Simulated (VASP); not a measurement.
K2TaNbO6:

```
K Ta Nb O
1.0
     5.71969    0.00000    0.00000
     2.85984    4.95339    0.00000
     2.85984    1.65113    4.67010
K Ta Nb O
2 1 1 6
Direct
  0.25000 0.25000 0.25000
  0.75000 0.75000 0.75000
  0.50000 0.50000 0.50000
  0.00000 0.00000 0.00000
  0.74903 0.25097 0.25097
  0.25097 0.74903 0.74903
  0.25097 0.74903 0.25097
  0.74903 0.25097 0.74903
  0.25097 0.25097 0.74903
  0.74903 0.74903 0.25097
```

| Item | Value |
| --- | --- |
| Program | VASP 6.6.1 |
| Task | relaxation of volume and atoms at fixed shape |
| Functional | PBEsol |
| Potentials or basis | VASP PAW PBE potentials, release 64 (K_sv, Ta_pv, Nb_sv, O) |
| Cutoff | 600 eV |
| k mesh | 5 × 5 × 5 |
| Occupations | fermi-dirac, width 0.05 eV |
| Spin | no spin polarisation |

At the start: pressure -7.6 GPa; volume 13.23 Å³/atom.

Problem. Where does the relaxation end?

Solution. Over 6 steps the energy falls by 14.7 meV/atom and the volume is 12.67 Å³/atom (-4.3 %); space group Fm-3m (No. 225, to 0.1 Å) before and after.

Step by step:
| step | energy change (eV) | largest force (eV/Å) | pressure (GPa) | volume (Å³) |
| --- | --- | --- | --- | --- |
| 1 | 0.0000 | 0.3402 | -7.56 | 132.31 |
| 2 | 0.0519 | 0.3170 | 10.70 | 120.71 |
| 3 | -0.1464 | 0.0916 | 0.02 | 126.74 |
| 4 | -0.1464 | 0.0849 | 0.20 | 126.63 |
| 5 | -0.1463 | 0.1011 | -0.02 | 126.75 |
| 6 | -0.1469 | 0.0032 | 0.11 | 126.69 |

Final structure:
```cif
data_structure
_symmetry_space_group_name_H-M 'P 1'
_symmetry_Int_Tables_number 1
_cell_length_a 5.6374
_cell_length_b 5.6374
_cell_length_c 5.6374
_cell_angle_alpha 60.000
_cell_angle_beta 60.000
_cell_angle_gamma 60.000
_cell_volume 126.69
loop_
_atom_site_label
_atom_site_type_symbol
_atom_site_fract_x
_atom_site_fract_y
_atom_site_fract_z
_atom_site_occupancy
K1 K 0.25000 0.25000 0.25000 1
K2 K 0.75000 0.75000 0.75000 1
Ta1 Ta 0.50000 0.50000 0.50000 1
Nb1 Nb 0.00000 0.00000 0.00000 1
O1 O 0.75020 0.24980 0.24980 1
O2 O 0.24980 0.75020 0.75020 1
O3 O 0.24980 0.75020 0.24980 1
O4 O 0.75020 0.24980 0.75020 1
O5 O 0.24980 0.24980 0.75020 1
O6 O 0.75020 0.75020 0.24980 1
```

Caveat: the PAW data sets were made with another functional, which shifts forces and pressure a little.
